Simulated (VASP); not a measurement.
HRh6: single point with PBE

The system is HRh6, a slab with vacuum.

```
CELL_PARAMETERS angstrom
5.41634 0.00000 0.00000
0.00000 5.41634 0.00000
0.00000 0.00000 21.67374
ATOMIC_POSITIONS crystal
Rh 0.25000 0.25000 0.18456
Rh 0.25000 0.75000 0.18456
Rh 0.75000 0.25000 0.18456
Rh 0.75000 0.75000 0.18456
Rh 0.00000 0.00000 0.26938
Rh 0.00000 0.50000 0.26938
Rh 0.50000 0.00000 0.26938
Rh 0.50000 0.50000 0.26938
Rh 0.25000 0.25000 0.35406
Rh 0.25000 0.75000 0.35406
Rh 0.75000 0.25000 0.35406
Rh 0.75000 0.75000 0.35406
H 0.29368 0.50000 0.37482
H 0.70632 0.50000 0.37482
```

- Program: VASP 6.6.1
- Task: single point
- Functional: PBE
- Potentials or basis: VASP PAW PBE potentials, release 64 (Rh_pv, H)
- Cutoff: 520 eV
- k mesh: 5 × 5 × 1
- Occupations: gaussian, width 0.1 eV
- Spin: no spin polarisation
- Dipole correction: yes
- Further INCAR settings: ALGO = Normal; EDIFF = 1e-07; NBANDS = 104

```yaml
Largest_force: 4.533 eV/Å
Band_gap_on_the_k_mesh: zero (bands 91 and 92 overlap by 0.65 eV)
Work_function_of_the_upper_face: 5.09 eV
Work_function_of_the_lower_face: 4.98 eV
```

Forces in eV/Å, atoms in the order of the input:
```
Rh  -0.026  0.030  0.070
Rh  -0.026 -0.030  0.070
Rh   0.026  0.030  0.070
Rh   0.026 -0.030  0.070
Rh   0.000  0.000 -0.561
Rh   0.000  0.000 -0.629
Rh   0.000  0.000 -0.245
Rh   0.000  0.000 -0.693
Rh  -0.784 -4.310 -1.168
Rh  -0.784  4.310 -1.168
Rh   0.784 -4.310 -1.168
Rh   0.784  4.310 -1.168
H    1.422  0.000  3.261
H   -1.422  0.000  3.261
```

Levels at points of the mesh, in eV from the Fermi level:
| k point | band 89 | band 90 | band 91 | band 92 | band 93 | band 94 | band 95 | band 96 |
| --- | --- | --- | --- | --- | --- | --- | --- | --- |
| (0.00, 0.00, 0.00) | 0.23 | 0.24 | 0.27 | 0.42 | 0.53 | 0.56 | 0.57 | 0.64 |

Run time: 48 min on 1 thread of Intel Xeon 8259CL, with other jobs on the host, peak memory 0.79 GiB.
